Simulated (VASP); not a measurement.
Al: single point with PBEsol+D4

Crystal: Al.

```
Al
1.0
     0.00000    1.99744    1.99744
     1.99744    0.00000    1.99744
     1.99744    1.99744    0.00000
Al
1
Direct
  0.00000 0.00000 0.00000
```

```json
{"Program": "VASP 6.6.1", "Task": "single point", "Functional": "PBEsol", "Dispersion": "D4", "Potentials or basis": "VASP PAW PBE potentials, release 64 (Al)", "Cutoff": "520 eV", "k mesh": "8 × 8 × 8", "Occupations": "fermi-dirac, width 0.1 eV", "Spin": "non-collinear spin, typed start, spin-orbit coupling", "Starting moments": "[[-0.255, -0.135, 0.456]] μB", "Dipole correction": "no", "Further INCAR settings": "ALGO = Normal; EDIFF = 1e-06; NBANDS = 14"}
```

* Pressure: -0.4 GPa
* Net moment: 0.00 μB per cell
* Valence electrons inside the program's atomic spheres: Al 0.78
* Dispersion energy per atom: -0.207 eV

Moments on the atoms (μB; x, y, z):
```
Al  0.00 0.00 0.00
```

Wall time 2.9 min on 1 thread of Intel Xeon 8259CL, with other jobs on the host, peak memory 0.24 GiB.

Caveat: the PAW data sets were made with another functional, which shifts forces and pressure a little.
